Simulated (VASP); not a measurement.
# HPbNO4 (P1) in VASP: notebook, part 2 of 2

VASP 6.6.1.

### 3 Single point, r2SCAN

The input, POSCAR:

```
HPbNO4
1.0
    4.1992333042      0.1111690396      0.1681686480
    1.9160031303      3.8913215333      0.1256812733
    1.7608518629      1.2525922712      6.3726651046
H Pb N O
1 1 1 4
Direct
    0.8914524693      0.6820195829      0.6279641989
    0.1442604633      0.9287200241      0.8835175531
    0.2566946597      0.2886125609      0.3017057778
    0.8310816001      0.6505605158      0.7840518991
    0.3869424009      0.2238031025      0.1129480976
    0.3110391556      0.0357624470      0.4585633194
    0.0772633809      0.6063281167      0.3227509643
```

The input, INCAR.step1:

```
  PREC = Accurate
  ENCUT = 520
  ISMEAR = 0
  SIGMA = 0.02
  LREAL = F
  LASPH = T
  NELM = 80
  NBANDS = 31
  GGA = PE
  ALGO = Normal
  EDIFF = 1E-4
  LWAVE = T
  LCHARG = F
```

The input, INCAR.step2:

```
  PREC = Accurate
  ENCUT = 520
  EDIFF = 1E-6
  ISMEAR = 0
  SIGMA = 0.02
  LREAL = F
  LASPH = T
  NELM = 80
  ALGO = Normal
  ISIF = 2
  LWAVE = F
  LCHARG = T
  METAGGA = R2SCAN
  LMIXTAU = T
  LELF = T
  LVHAR = T
  NBANDS = 31
  ISTART = 1
```

The input, KPOINTS:

```
Automatic mesh
0
Gamma
  6 6 4
```

Potentials or basis: VASP PAW PBE potentials, release 64 (H, Pb_d, N, O).

Run with:

```sh
cat potpaw_PBE.64/H/POTCAR potpaw_PBE.64/Pb_d/POTCAR potpaw_PBE.64/N/POTCAR potpaw_PBE.64/O/POTCAR > POTCAR
cp INCAR.step1 INCAR
mpirun -np 1 vasp_std > vasp.out
cp INCAR.step2 INCAR
mpirun -np 1 vasp_std > vasp.out
```

OUTCAR:

```text
PREC = Accurate
   ENCUT = 520
   EDIFF = 1E-6
   ISMEAR = 0
   LREAL = F
   LASPH = T
   NELM = 80
   ISIF = 2
   METAGGA = R2SCAN
   ISTART = 1

 ion  position               nearest neighbor table
   1  0.891  0.682  0.628-   4 0.98
   2  0.144  0.929  0.884-   4 2.48   4 2.51   6 2.67   4 2.72   5 2.81   7 2.84   5 2.91   5 2.93

   3  0.257  0.289  0.302-   6 1.25   7 1.26   5 1.28
   4  0.831  0.651  0.784-   1 0.98   2 2.48   2 2.51   2 2.72
   5  0.387  0.224  0.113-   3 1.28   2 2.81   2 2.91   2 2.93
   6  0.311  0.036  0.459-   3 1.25   2 2.67
[... 1031 lines left out ...]
  Total       -1.2822308     -1.4599838     -1.6651395      0.0405683     -0.0434598      0.0264698
  in kB      -20.2618870    -23.0707507    -26.3126344      0.6410621     -0.6867545      0.4182772
  external PRESSURE =     -23.2150907 kB  Pullay stress =       0.0000000 kB

 VOLUME and BASIS-vectors are now :
 -----------------------------------------------------------------------------
  energy-cutoff  :      520.00
  volume of cell :      101.39
      direct lattice vectors                 reciprocal lattice vectors
     4.199233304  0.111169040  0.168168648     0.243027533 -0.118243333 -0.043910169
     1.916003130  3.891321533  0.125681273    -0.004909698  0.261012724 -0.049947277
     1.760851863  1.252592271  6.372665105    -0.006316440 -0.002027345  0.159064023

 POSITION                                       TOTAL-FORCE (eV/Angst)
 -----------------------------------------------------------------------------------
      6.15592      3.53964      4.23744        -0.011564      0.022438      0.264299
      3.94096      4.73667      5.77134        -0.001537     -0.038536     -0.026618
      2.16216      1.52954      2.00211         0.004089     -0.030200     -0.074787
      6.11698      3.60603      5.21803         0.014368      0.013704     -0.240042
      2.25255      1.05538      0.81298        -0.007731      0.045490      0.098018
      2.18211      0.74813      2.97907        -0.006692      0.083065      0.014276
      2.05449      2.77228      2.14598         0.009067     -0.095961     -0.035146
 -----------------------------------------------------------------------------------
    total drift:                               -0.000394     -0.001030      0.000195

  FREE ENERGIE OF THE ION-ELECTRON SYSTEM (eV)
  ---------------------------------------------------
  free  energy   TOTEN  =       -98.0947732126 eV

  energy  without entropy=      -98.0947732126  energy(sigma->0) =      -98.09477321
```

OSZICAR.step1:

```text
N       E                     dE             d eps       ncg     rms          rms(c)
DAV:   1     0.469985335931E+03    0.46999E+03   -0.21809E+04  4712   0.149E+03
DAV:   2     0.119201376980E+02   -0.45807E+03   -0.42724E+03  5275   0.411E+02
DAV:   3    -0.432127566032E+02   -0.55133E+02   -0.53966E+02  5892   0.154E+02
DAV:   4    -0.453187303282E+02   -0.21060E+01   -0.20949E+01  5636   0.330E+01
DAV:   5    -0.454101244936E+02   -0.91394E-01   -0.91363E-01  6544   0.672E+00    0.148E+01
DAV:   6    -0.405335000570E+02    0.48766E+01   -0.17234E+01  7229   0.298E+01    0.584E+00
DAV:   7    -0.404705348870E+02    0.62965E-01   -0.18432E+00  5356   0.805E+00    0.353E+00
DAV:   8    -0.404381376515E+02    0.32397E-01   -0.43137E-01  6256   0.453E+00    0.104E+00
DAV:   9    -0.404263615034E+02    0.11776E-01   -0.73438E-02  6584   0.214E+00    0.397E-01
DAV:  10    -0.404280133415E+02   -0.16518E-02   -0.12849E-02  6362   0.791E-01    0.199E-01
DAV:  11    -0.404284154921E+02   -0.40215E-03   -0.19630E-03  6151   0.371E-01    0.692E-02
DAV:  12    -0.404285332042E+02   -0.11771E-03   -0.42454E-04  4994   0.147E-01    0.223E-02
DAV:  13    -0.404285563804E+02   -0.23176E-04   -0.53449E-05  4297   0.580E-02
   1 F= -.40428556E+02 E0= -.40428556E+02  d E =-.341497E-18
```

It took 18 min on 1 thread of Oxide Virtual Turin-like, shared host; peak memory 0.34 GiB.

What came out:

* Free energy: -98.0948 eV
* Pressure: -2.3 GPa
* Largest force: 0.266 eV/Å
* Band gap on the k mesh: 3.11 eV, direct

Forces in eV/Å, atoms in the order of the input:
```
H   -0.012  0.022  0.264
Pb  -0.002 -0.039 -0.027
N    0.004 -0.030 -0.075
O    0.014  0.014 -0.240
O   -0.008  0.045  0.098
O   -0.007  0.083  0.014
O    0.009 -0.096 -0.035
```

Levels at points of the mesh, in eV from the valence-band top:
| k point | band 20 | band 21 | band 22 | band 23 | band 24 | band 25 |
| --- | --- | --- | --- | --- | --- | --- |
| (0.00, 0.00, 0.00) | -1.66 | -1.46 | -0.92 | 3.84 | 4.68 | 5.90 |
| (0.50, 0.00, 0.00) | -1.60 | -0.84 | -0.28 | 3.36 | 4.89 | 5.90 |
| (0.00, 0.50, 0.00) | -1.52 | -0.79 | -0.16 | 3.21 | 4.41 | 5.59 |
| (0.50, 0.50, 0.00) | -1.77 | -0.80 | -0.34 | 3.47 | 4.49 | 5.84 |
| (0.00, 0.00, 0.50) | -1.59 | -1.39 | -1.09 | 3.73 | 4.11 | 5.90 |
| (0.50, 0.00, 0.50) | -1.74 | -0.76 | -0.29 | 3.51 | 4.46 | 5.74 |
| (0.00, 0.50, 0.50) | -1.58 | -0.60 | -0.26 | 3.24 | 4.23 | 5.94 |
| (0.50, 0.50, 0.50) | -1.67 | -0.90 | -0.31 | 3.29 | 4.96 | 5.98 |

Caveat: the standard files for N, O and F lose accuracy on very short bonds; the PAW data sets were made with another functional, which shifts forces and pressure a little; spin-orbit coupling is left out, which moves the levels of the heavy elements. r2SCAN opens gaps a little over a GGA but as a rule still falls short of measured ones.
